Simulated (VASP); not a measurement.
# BN (P6_3/mmc) in VASP: notebook

The runs below take BN through relaxation of shape and atoms at fixed volume, with r2SCAN.

Everything below comes from runs of VASP 6.6.1. Logs are shortened: lines on timing, memory, paths and dates and some standing lists are left out, and cuts for length are marked.

### Step 1. The cell of the first run

Symmetry: P6_3/mmc, No. 194, hexagonal system. Conventional cell: a = 2.476 Å, b = 2.476 Å, c = 6.803 Å, α = 90.00°, β = 90.00°, γ = 120.00°. Within 1.9 Å of B (site symmetry -6m2) lie 3 N at 1.43 Å. Within 1.9 Å of N (site symmetry -6m2) lie 3 B at 1.43 Å.

### Step 2. Relaxation of shape and atoms at fixed volume, r2SCAN (9.03 Å³/atom)

POSCAR

```
BN
1.0
    2.4756753959      0.0000000000      0.0000000000
   -1.2378376979      2.1439977844      0.0000000000
    0.0000000000      0.0000000000      6.8027210171
B N
2 2
Direct
    0.3333333333      0.6666666667      0.2500000000
    0.6666666667      0.3333333333      0.7500000000
    0.3333333333      0.6666666667      0.7500000000
    0.6666666667      0.3333333333      0.2500000000
```

INCAR.step1

```
SYSTEM = BN
PREC = Accurate ; ENCUT = 600
ISMEAR = 0 ; SIGMA = 0.02
LREAL = .False. ; LASPH = .True.
NELM = 80 ; GGA = PE
ALGO = Normal ; EDIFF = 1E-4
LWAVE = .True. ; LCHARG = .False.
```

INCAR.step2

```
SYSTEM = BN
PREC = Accurate ; ENCUT = 600
EDIFF = 1E-7 ; ISMEAR = 0
SIGMA = 0.02 ; LREAL = .False.
LASPH = .True. ; NELM = 80
ALGO = Normal ; ISIF = 4
LWAVE = .False. ; LCHARG = .False.
METAGGA = R2SCAN ; LMIXTAU = .True.
IBRION = 2 ; NSW = 50
EDIFFG = -0.01 ; ISTART = 1
```

KPOINTS

```
Automatic mesh
0
Gamma
  12 12 4
  0 0 0
```

Potentials or basis: VASP PAW PBE potentials, release 64 (B, N).

On the command line:

```sh
> cat potpaw_PBE.64/B/POTCAR potpaw_PBE.64/N/POTCAR > POTCAR
> cp INCAR.step1 INCAR
> mpirun -np 1 vasp_std > vasp.out
> cp INCAR.step2 INCAR
> mpirun -np 1 vasp_std > vasp.out
```

OUTCAR:

```text
SYSTEM = BN
   PREC = Accurate
   ENCUT = 600
   EDIFF = 1E-7
   ISMEAR = 0
   LREAL = .False.
   LASPH = .True.
   NELM = 80
   ISIF = 4
   METAGGA = R2SCAN
   IBRION = 2
   NSW = 50
   EDIFFG = -0.01
   ISTART = 1

 ion  position               nearest neighbor table
   1  0.333  0.667  0.250-   4 1.43   4 1.43   4 1.43
   2  0.667  0.333  0.750-   3 1.43   3 1.43   3 1.43
   3  0.333  0.667  0.750-   2 1.43   2 1.43   2 1.43
   4  0.667  0.333  0.250-   1 1.43   1 1.43   1 1.43

  LATTYP: Found a hexagonal cell.
 ALAT       =     2.4756753959
 C/A-ratio  =     2.7478243022

  Lattice vectors:

 A1 = (   2.4756753959,   0.0000000000,   0.0000000000)
 A2 = (  -1.2378376979,   2.1439977844,   0.0000000000)
 A3 = (   0.0000000000,   0.0000000000,   6.8027210171)

Analysis of symmetry for initial positions (statically):
=====================================================================
 Subroutine PRICEL returns:
 Original cell was already a primitive cell.

 Routine SETGRP: Setting up the symmetry group for a
 hexagonal supercell.

 Subroutine GETGRP returns: Found 24 space group operations
 (whereof 12 operations were pure point group operations)
 out of a pool of 24 trial point group operations.

The static configuration has the point symmetry D_3d.
 The point group associated with its full space group is D_6h.

Analysis of symmetry for dynamics (positions and initial velocities):
=====================================================================
 Subroutine PRICEL returns:
 Original cell was already a primitive cell.

 Routine SETGRP: Setting up the symmetry group for a
 hexagonal supercell.

 Subroutine GETGRP returns: Found 24 space group operations
 (whereof 12 operations were pure point group operations)
 out of a pool of 24 trial point group operations.

The dynamic configuration has the point symmetry D_3d.
 The point group associated with its full space group is D_6h.

 Subroutine INISYM returns: Found 24 space group operations
 (whereof 12 operations are pure point group operations),
 and found     1 'primitive' translations

----------------------------------------------------------------------------------------

                                     Primitive cell

  volume of cell :      36.1078

  direct lattice vectors                    reciprocal lattice vectors
     2.475675396  0.000000000  0.000000000     0.403930177  0.233209196  0.000000000
    -1.237837698  2.143997784  0.000000000     0.000000000  0.466418392  0.000000000
     0.000000000  0.000000000  6.802721017     0.000000000  0.000000000  0.147000002

  length of vectors
     2.475675396  2.475675396  6.802721017     0.466418392  0.466418392  0.147000002

  position of ions in fractional coordinates (direct lattice)
     0.333333333  0.666666667  0.250000000
     0.666666667  0.333333333  0.750000000
     0.333333333  0.666666667  0.750000000
     0.666666667  0.333333333  0.250000000

  ion indices of the primitive-cell ions
   primitive index   ion index
                 1           1
                 2           2
                 3           3
                 4           4

----------------------------------------------------------------------------------------

 KPOINTS: Automatic mesh

Automatic generation of k-mesh.
 Grid dimensions read from file:
 generate k-points for:   12   12    4

 Generating k-lattice:

  Cartesian coordinates                     Fractional coordinates (reciprocal lattice)
     0.033660848  0.019434100  0.000000000     0.083333333 -0.000000000  0.000000000
     0.000000000  0.038868199  0.000000000     0.000000000  0.083333333  0.000000000
     0.000000000  0.000000000  0.036750000     0.000000000  0.000000000  0.250000000

  Length of vectors
     0.038868199  0.038868199  0.036750000

  Shift w.r.t. Gamma in fractional coordinates (k-lattice)
     0.000000000  0.000000000  0.000000000

 Subroutine IBZKPT returns following result:
 ===========================================

 Found     57 irreducible k-points:

 Following reciprocal coordinates:
            Coordinates               Weight
  0.000000  0.000000  0.000000      1.000000
  0.083333 -0.000000  0.000000      6.000000
  0.166667 -0.000000  0.000000      6.000000
  0.250000 -0.000000  0.000000      6.000000
  0.333333 -0.000000  0.000000      6.000000
  0.416667 -0.000000  0.000000      6.000000
[... 16 lines left out ...]
  0.250000 -0.000000  0.250000     12.000000
  0.333333 -0.000000  0.250000     12.000000
 [... further k-points ...]
   k-points           NKPTS =     57   k-points in BZ     NKDIM =     57   number of bands    NBANDS=     12
   number of dos      NEDOS =    301   number of ions     NIONS =      4
   total plane-waves  NPLWV =  21600
   dimension x,y,z NGX =    20 NGY =   20 NGZ =   54
   dimension x,y,z NGXF=    40 NGYF=   40 NGZF=  108
   ions per type =               2   2
   NGX,Y,Z   is equivalent  to a cutoff of  13.43, 13.43, 13.20 a.u.
   NGXF,Y,Z  is equivalent  to a cutoff of  26.86, 26.86, 26.39 a.u.
 SYSTEM =  BN
   PREC   = accura    normal or accurate (medium, high low for compatibility)
   ISTART =      1    job   : 0-new  1-cont  2-samecut
   ICHARG =      0    charge: 1-file 2-atom 10-const
   ISPIN  =      1    spin polarized calculation?
   LNONCOLLINEAR =      F non collinear calculations
   LSORBIT =      F    spin-orbit coupling
   LASPH  =      T    aspherical Exc in radial PAW
   ENCUT  =  600.0 eV  44.10 Ry    6.64 a.u.   4.94  4.94 13.59*2*pi/ulx,y,z
   NELM   =     80;   NELMIN=  2; NELMDL=  0     # of ELM steps
   EDIFF  = 0.1E-06   stopping-criterion for ELM
   LREAL  =      F    real-space projection
   EDIFFG = -.1E-01   stopping-criterion for IOM
   NSW    =     50    number of steps for IOM
   IBRION =      2    ionic relax: 0-MD 1-quasi-New 2-CG
   NFREE  =      1    steps in history (QN), initial steepest desc. (CG)
   ISIF   =      4    stress and relaxation
   ISYM   =      2    0-nonsym 1-usesym 2-fastsym
   POTIM  = 0.5000    time-step for ionic-motion
   TEBEG  =    0.0;   TEEND  =   0.0 temperature during run
   PSTRESS=    0.0 pullay stress
   NELECT =      16.0000    total number of electrons
   NUPDOWN=      -1.0000    fix difference up-down
   EMIN   =  10.00;   EMAX   =-10.00  energy-range for DOS
   EFERMI =   0.00;   METHOD = LEGACY
   ISMEAR =     0;   SIGMA  =   0.02  broadening in eV -4-tet -1-fermi 0-gaus
   EFERMI_NEDOS =   21; number of points for ismear=-14 and -15
   IALGO  =     38    algorithm
   IMIX   =      4    mixing-type and parameters
     AMIX     =   0.40;   BMIX     =  1.00
     AMIX_MAG =   1.60;   BMIX_MAG =  1.00
  volume/ion in A,a.u.               =       9.03        60.92
  Fermi-wavevector in a.u.,A,eV,Ry     =   1.248096  2.358559 21.194382  1.557743
  Thomas-Fermi vector in A             =   2.382198
   LORBIT       =      0    0 simple, 1 ext, 2 COOP (PROOUT), +10 PAW based schemes
   METAGGA = R2SCAN    functional components
   LHFCALC =     F    Hartree Fock is set to
   AEXX    =    0.0000 exact exchange contribution
   IVDW    =     0    specifies the selected vdW correction
   LEPSILON=     F    determine dielectric tensor
   LRPA    =     F    only Hartree local field effects (RPA)
 conjugate gradient relaxation of ions
 non-spin polarized calculation
 Gauss-broadening in eV      SIGMA  =   0.02
  energy-cutoff  :      600.00
  volume of cell :       36.11
 maximum number of plane-waves:      1227
 NGX is ok and might be reduce to    20
   NGX =  9   NGY =  9   NGZ = 27

--------------------------------------- Ionic step        1  -------------------------------------------

 number of electron      16.0000000 magnetization

 Free energy of the ion-electron system (eV)
  ---------------------------------------------------
  ext. energy  EPLUGINS =         0.00000000
  ---------------------------------------------------
  free energy    TOTEN  =       -38.56914085 eV

  energy without entropy =      -38.56914085  energy(sigma->0) =      -38.56914085

------------------------ aborting loop because EDIFF is reached ----------------------------------------

  FORCE on cell =-STRESS in cart. coord.  units (eV):
  Direction    XX          YY          ZZ          XY          YZ          ZX
  --------------------------------------------------------------------------------------
  -------------------------------------------------------------------------------------
  Total        2.7555149      2.7555149      0.0300745      0.0000000     -0.0000000      0.0000000
  in kB      122.2679544    122.2679544      1.3344698      0.0000000     -0.0000000      0.0000000
  external PRESSURE =      81.9567929 kB  Pullay stress =       0.0000000 kB
[... 61 lines left out ...]
  energy  without entropy=      -38.5964935595  energy(sigma->0) =      -38.59649356

--------------------------------------- Ionic step        3  -------------------------------------------

 number of electron      15.9999999 magnetization

 Free energy of the ion-electron system (eV)
  ---------------------------------------------------
  ext. energy  EPLUGINS =         0.00000000
  ---------------------------------------------------
  free energy    TOTEN  =       -38.59667798 eV

  energy without entropy =      -38.59667798  energy(sigma->0) =      -38.59667798

 E-fermi :   2.1751     XC(G=0): -10.7210

 val. band max:        1.9961081169   @ k =   0.3333   0.3333   0.5000
 cond. band min:       6.8812342884   @ k =   0.5000  -0.0000   0.0000
 fundamental gap:      4.8851261714
 Fermi energy:         2.1750996731

 k-point     1 :       0.0000    0.0000    0.0000
  band No.  band energies     occupation
      1     -16.8134      2.00000
      2     -16.5314      2.00000
      3      -4.3779      2.00000
      4      -2.2307      2.00000
      5       0.6479      2.00000
      6       0.6479      2.00000
      7       0.6855      2.00000
      8       0.6855      2.00000
      9       7.6053      0.00000
     10      13.0383      0.00000
     11      14.3256      0.00000
     12      14.3256      0.00000
[... 331 lines left out ...]
 k-point    24 :       0.3333   -0.0000    0.2500
  band No.  band energies     occupation
      1     -14.7230      2.00000
      2     -14.5800      2.00000
      3      -5.1864      2.00000
      4      -5.1292      2.00000
      5      -1.7057      2.00000
      6      -1.6618      2.00000
      7      -1.2327      2.00000
      8      -0.0096      2.00000
      9       9.5388      0.00000
     10      10.1383      0.00000
     11      11.6062      0.00000
     12      12.9849      0.00000

 [... further k-points ...]

------------------------ aborting loop because EDIFF is reached ----------------------------------------

  FORCE on cell =-STRESS in cart. coord.  units (eV):
  Direction    XX          YY          ZZ          XY          YZ          ZX
  --------------------------------------------------------------------------------------
  -------------------------------------------------------------------------------------
  Total        0.1530839      0.1530839      0.1535186      0.0000000      0.0000000      0.0000000
  in kB        6.7926544      6.7926544      6.8119411      0.0000000      0.0000000      0.0000000
  external PRESSURE =       6.7990833 kB  Pullay stress =       0.0000000 kB
[... 19 lines left out ...]
  FREE ENERGIE OF THE ION-ELECTRON SYSTEM (eV)
  ---------------------------------------------------
  free  energy   TOTEN  =       -38.5966779759 eV

  energy  without entropy=      -38.5966779759  energy(sigma->0) =      -38.59667798

 reached required accuracy - stopping structural energy minimisation
```

Wall time 2.2 min (1 thread of AMD EPYC 9R45 (Zen 5), shared host); peak memory 0.14 GiB.

Results:

```
Free energy               : -38.5967 eV
Energy gained by relaxing : 6.9 meV/atom
Ionic steps               : 3
Pressure after relaxing   : 0.7 GPa
Band gap on the k mesh    : 4.89 eV (least direct gap 5.33 eV)
```

Step by step:
```csv
step,energy change (eV),largest force (eV/Å),pressure (GPa),volume (Å³)
1,0.0000,0.0000,8.20,36.11
2,-0.0274,0.0000,0.09,36.11
3,-0.0275,0.0000,0.68,36.11
```

Final structure:
```
CELL_PARAMETERS angstrom
2.50104 0.00000 0.00000
-1.25052 2.16596 0.00000
0.00000 0.00000 6.66545
ATOMIC_POSITIONS crystal
B 0.33333 0.66667 0.25000
B 0.66667 0.33333 0.75000
N 0.33333 0.66667 0.75000
N 0.66667 0.33333 0.25000
```

Levels at points of the mesh, in eV from the valence-band top:
| k point | band 5 | band 6 | band 7 | band 8 | band 9 | band 10 | band 11 | band 12 |
| --- | --- | --- | --- | --- | --- | --- | --- | --- |
| (0.00, 0.00, 0.00) | -1.35 | -1.35 | -1.31 | -1.31 | 5.61 | 11.04 | 12.33 | 12.33 |
| (0.50, 0.00, 0.00) | -4.29 | -4.23 | -1.43 | -0.44 | 4.89 | 6.32 | 10.24 | 10.71 |
| (0.00, 0.00, 0.50) | -1.33 | -1.33 | -1.33 | -1.33 | 8.09 | 8.09 | 12.39 | 12.39 |
| (0.50, 0.00, 0.50) | -4.26 | -4.26 | -0.92 | -0.92 | 5.36 | 5.36 | 10.67 | 10.67 |

Caveat: the PAW data sets were made with another functional, which shifts forces and pressure a little.

### Step 3. Relaxation of shape and atoms at fixed volume, r2SCAN (9.59 Å³/atom)

This run uses another cell than the first one, of 9.59 Å³/atom.

POSCAR

```
BN
1.0
    2.5257025187      0.0000000000      0.0000000000
   -1.2628512594      2.1873225436      0.0000000000
    0.0000000000      0.0000000000      6.9401867610
B N
2 2
Direct
    0.3333333333      0.6666666667      0.2500000000
    0.6666666667      0.3333333333      0.7500000000
    0.3333333333      0.6666666667      0.7500000000
    0.6666666667      0.3333333333      0.2500000000
```

INCAR.step1

```
ALGO = Normal
EDIFF = 1E-4
ENCUT = 600
GGA = PE
ISMEAR = 0
LASPH = T
LCHARG = F
LREAL = F
LWAVE = T
NELM = 100
PREC = Accurate
SIGMA = 0.02
```

INCAR.step2

```
ALGO = Normal
EDIFF = 1E-7
EDIFFG = -0.01
ENCUT = 600
IBRION = 2
ISIF = 4
ISMEAR = 0
ISTART = 1
LASPH = T
LCHARG = F
LMIXTAU = T
LREAL = F
LWAVE = F
METAGGA = R2SCAN
NELM = 100
NSW = 50
PREC = Accurate
SIGMA = 0.02
```

KPOINTS

```
k-points
0
Gamma
  12 12 4
```

Potentials or basis: VASP PAW PBE potentials, release 64 (B, N).

On the command line:

```sh
> cat potpaw_PBE.64/B/POTCAR potpaw_PBE.64/N/POTCAR > POTCAR
> cp INCAR.step1 INCAR
> mpirun -np 1 vasp_std > vasp.out
> cp INCAR.step2 INCAR
> mpirun -np 1 vasp_std > vasp.out
```

Run time: 1.8 min. Hardware: 1 thread of AMD EPYC 9R45 (Zen 5), shared host; peak memory 0.15 GiB.

The run converged. Its results:

```yaml
Free_energy: -38.5989 eV
Energy_gained_by_relaxing: 4.8 meV/atom
Ionic_steps: 2
Pressure_after_relaxing: -0.5 GPa
Band_gap_on_the_k_mesh: 4.96 eV (least direct gap 5.37 eV)
```

Step by step:
| step | energy change (eV) | largest force (eV/Å) | pressure (GPa) | volume (Å³) |
| --- | --- | --- | --- | --- |
| 1 | 0.0000 | 0.0000 | -6.37 | 38.34 |
| 2 | -0.0191 | 0.0000 | -0.55 | 38.34 |

Final structure:
```cif
data_structure
_symmetry_space_group_name_H-M 'P 1'
_symmetry_Int_Tables_number 1
_cell_length_a 2.5038
_cell_length_b 2.5038
_cell_length_c 7.0623
_cell_angle_alpha 90.000
_cell_angle_beta 90.000
_cell_angle_gamma 120.000
_cell_volume 38.34
loop_
_atom_site_label
_atom_site_type_symbol
_atom_site_fract_x
_atom_site_fract_y
_atom_site_fract_z
_atom_site_occupancy
B1 B 0.33333 0.66667 0.25000 1
B2 B 0.66667 0.33333 0.75000 1
N1 N 0.33333 0.66667 0.75000 1
N2 N 0.66667 0.33333 0.25000 1
```

Levels at points of the mesh, in eV from the valence-band top:
| k point | band 6 | band 7 | band 8 | band 9 | band 10 | band 11 |
| --- | --- | --- | --- | --- | --- | --- |
| (0.00, 0.00, 0.00) | -1.36 | -1.33 | -1.33 | 5.24 | 10.22 | 12.32 |
| (0.50, 0.00, 0.00) | -4.25 | -1.28 | -0.56 | 4.96 | 6.08 | 10.16 |
| (0.00, 0.00, 0.50) | -1.35 | -1.35 | -1.35 | 7.38 | 7.38 | 12.36 |
| (0.50, 0.00, 0.50) | -4.27 | -0.91 | -0.91 | 5.36 | 5.36 | 10.59 |

Caveat: the PAW data sets were made with another functional, which shifts forces and pressure a little. A k mesh can miss the band edges.
